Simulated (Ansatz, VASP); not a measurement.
**SnSe in VASP and in Ansatz**

```xyz
2
Lattice="0.0000 3.1605 3.0100 3.1605 0.0000 3.0100 3.1605 3.1605 0.0000" Properties=species:S:1:pos:R:3 pbc="T T T"
Sn    0.0000    0.0000    0.0000
Se    3.1605    3.1605    3.0100
```

Change from the starting cell: strain +0.050 along x and y, +0.000 along z, atoms carried along.

Alike in both runs: task single point; functional r2SCAN; k mesh 10 × 10 × 10; occupations gaussian, width 0.05 eV; no spin polarisation.

|  | VASP | Ansatz |
| --- | --- | --- |
| version | VASP 6.6.1 | Ansatz 0.2.0 |
| potentials or method | VASP PAW PBE potentials, release 64 (Sn_d, Se), cutoff 520 eV | scalar-relativistic, plane waves, PAW |
| valence electrons in the cell | 20 | 30 |

```tsv
	VASP	Ansatz	Ansatz less VASP
gap on the k mesh at the Fermi level (eV)	0.11	0.11	0.000
least direct gap on the mesh (eV)	0.11	0.11	0.000
pressure (GPa)	-4.0	-4.0	+0.01
traceless stress, the component that is largest in VASP (GPa)	2.75	2.74	-0.008
```

VASP's potentials were made for PBE, not for r2SCAN. With one functional, cell and mesh, what is left measures potentials, basis and numerics. VASP's potentials hold 20 valence electrons a cell and Ansatz's 30, so a difference there can come from the potentials and not from the codes.
